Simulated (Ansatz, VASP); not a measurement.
Two plane-wave programs on TiAl

The input INCAR:

```
SYSTEM = TiAl
PREC     = Accurate       ! precision mode
ENCUT    = 500            ! plane-wave cutoff, eV
EDIFF    = 1E-6           ! SCF threshold, eV
ISMEAR   = -1             ! smearing method
SIGMA    = 0.15           ! smearing width, eV
LREAL    = .False.        ! projectors in reciprocal space
LASPH    = .True.         ! aspherical terms in the spheres
NELM     = 120            ! most SCF steps
ALGO     = Normal         ! electronic algorithm
ISIF     = 2              ! what is computed and relaxed
LWAVE    = .False.        ! write WAVECAR
LCHARG   = .False.        ! write CHGCAR
GGA      = PS             ! functional
NBANDS   = 14             ! bands
GGA_COMPAT= .False.
```

KPOINTS

```
Automatic mesh
0
Gamma
  7 7 7
  0 0 0
```

POSCAR

```
TiAl
1.0
    3.0455085009      0.0000000000      0.0000000000
    0.0000000000      3.0455085009      0.0000000000
    0.0000000000      0.0000000000      3.0455085009
Ti Al
1 1
Direct
    0.5000000000      0.5000000000      0.5000000000
    0.0000000000      0.0000000000      0.0000000000
```

Input for Ansatz:

```yaml
crystal:
  lattice:
    - [3.0455085009115797, 4.840904633747884e-19, -9.61840923528345e-39]
    - [4.840904633747884e-19, 3.0455085009115797, -1.210226158436971e-19]
    - [-9.61840923528345e-39, -1.210226158436971e-19, 3.0455085009115797]
  atoms:
    - { symbol: Ti, position: [0.5, 0.5, 0.5] }
    - { symbol: Al, position: [-3.267316539185768e-34, -1.308837518738477e-68, -3.7652648923118027e-88] }
kpoints:
  mp_grid:
    grid: [7, 7, 7]
hamiltonian:
  xc: pbesol
  pseudopotentials:
    kind: paw
scf:
  occupations:
    method: fermi_dirac
    width: 0.15
output:
  forces: true
  stress: true
```

Alike in both runs: task single point; functional PBEsol; k mesh 7 × 7 × 7; occupations fermi-dirac, width 0.15 eV; no spin polarisation.

|  | VASP | Ansatz |
| --- | --- | --- |
| version | VASP 6.6.1 | Ansatz 0.2.0 |
| potentials or method | VASP PAW PBE potentials, release 64 (Ti_sv, Al) | plane waves, PAW |
| plane-wave cutoff (eV) | 500 | 420 |
| valence electrons in the cell | 15 | 15 |

|  | VASP | Ansatz | Ansatz less VASP |
| --- | --- | --- | --- |
| pressure (GPa) | 16.0 | 16.1 | +0.08 |

VASP's potentials were made for PBE, not for PBEsol. With one functional, cell and mesh, what is left measures potentials, basis and numerics.
